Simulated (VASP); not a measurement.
Set up this calculation in VASP 6.6.1, as the native input.

```yaml
Task: density of states
Functional: PBE
Potentials_or_basis: VASP PAW PBE potentials, release 64 (Au)
Cutoff: 520 eV
k_mesh: 16 × 16 × 16
Occupations: fermi-dirac, width 0.08 eV
Spin: no spin polarisation
Dipole_correction: no
k_mesh_for_the_DOS: 24 × 24 × 24
Occupations_for_the_DOS: tetrahedron
Further_INCAR_settings: ALGO = Normal; EDIFF = 1e-07; NBANDS = 12
```

Crystal: Au.

```
Au
1.0
    -1.65100    1.65100    1.65100
     1.65100   -1.65100    1.65100
     1.65100    1.65100   -1.65100
Au
1
Cartesian
  0.0000 0.0000 0.0000
```

These files were run (other wordings do the same):

POSCAR

```
Au
1.0
   -1.6509971092      1.6509971092      1.6509971092
    1.6509971092     -1.6509971092      1.6509971092
    1.6509971092      1.6509971092     -1.6509971092
Au
1
Direct
    0.0000000000      0.0000000000      0.0000000000
```

INCAR.step1

```
ALGO = Normal
EDIFF = 1E-7
ENCUT = 520
GGA = PE
ISIF = 2
ISMEAR = -1
LASPH = T
LCHARG = T
LMAXMIX = 4
LREAL = F
LWAVE = F
NBANDS = 12
NELM = 100
PREC = Accurate
SIGMA = 0.08
```

KPOINTS.step1

```
k-points
0
Gamma
  16 16 16
```

INCAR.step2

```
ALGO = Normal
EDIFF = 1E-7
ENCUT = 520
GGA = PE
ICHARG = 11
ISIF = 2
ISMEAR = -5
LASPH = T
LCHARG = F
LMAXMIX = 4
LORBIT = 11
LREAL = F
LWAVE = F
NBANDS = 12
NEDOS = 1001
NELM = 100
PREC = Accurate
SIGMA = 0.08
```

KPOINTS.step2

```
k-points
0
Gamma
  24 24 24
```

Potentials or basis: VASP PAW PBE potentials, release 64 (Au).

Run with:

```bash
$ cat potpaw_PBE.64/Au/POTCAR > POTCAR
$ cp INCAR.step1 INCAR
$ cp KPOINTS.step1 KPOINTS
$ mpirun -np 1 vasp_std > vasp.out
$ cp INCAR.step2 INCAR
$ cp KPOINTS.step2 KPOINTS
$ mpirun -np 1 vasp_std > vasp.out
```

Results of the run:

* Valence electrons inside the program's atomic spheres: Au 9.60

Caveat: spin-orbit coupling is left out, which moves the levels of the heavy elements.

Wall time 110 s on 1 thread of Intel Xeon 8259CL, with other jobs on the host, peak memory 0.23 GiB.
